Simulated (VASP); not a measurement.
Set up this calculation in VASP 6.6.1, as the native input.

```
Task                   : relaxation of shape and atoms at fixed volume
Functional             : PBEsol
Potentials or basis    : VASP PAW PBE potentials, release 64 (Ti_sv)
Cutoff                 : 600 eV
k mesh                 : 18 × 18 × 10
Occupations            : gaussian, width 0.1 eV
Spin                   : no spin polarisation
Dipole correction      : no
Further INCAR settings : ALGO = Fast; EDIFF = 1e-06; IBRION = 2; EDIFFG = -0.01; NSW = 50; ISIF = 4
```

The structure of Ti lies in POSCAR:

```
Ti
1.0
    2.8412658390      0.0000000000      0.0000000000
   -1.4206329195      2.4606083955      0.0000000000
    0.0000000000      0.0000000000      4.4972026859
Ti
2
Direct
    0.3333333333      0.6666666667      0.2500000000
    0.6666666667      0.3333333333      0.7500000000
```

This cell differs from its parent crystal: volume scaled by 0.94.

The input as run:

INCAR

```
SYSTEM = Ti
  ALGO = Fast
  EDIFF = 1E-6
  EDIFFG = -0.01
  ENCUT = 600
  GGA = PS
  IBRION = 2
  ISIF = 4
  ISMEAR = 0
  LASPH = .TRUE.
  LCHARG = .FALSE.
  LREAL = .FALSE.
  LWAVE = .FALSE.
  NELM = 100
  NSW = 50
  PREC = Accurate
  SIGMA = 0.1
```

KPOINTS

```
k-points
0
G
  18 18 10
  0 0 0
```

Potentials or basis: VASP PAW PBE potentials, release 64 (Ti_sv).

The run is started by

```sh
$ cat potpaw_PBE.64/Ti_sv/POTCAR > POTCAR
$ mpirun -np 1 vasp_std > vasp.out
```

It gave:

- Energy gained by relaxing: 0.0 meV/atom
- Ionic steps: 2
- Pressure after relaxing: 7.8 GPa
- Band gap on the k mesh: zero (band 12 reaches 10.17 eV, above the bottom of band 13 at 8.99 eV)

Caveat: the PAW data sets were made with another functional, which shifts forces and pressure a little.

Run time: 3.7 min on 1 thread of Intel Xeon 6975P-C (shared host), peak memory 0.25 GiB.
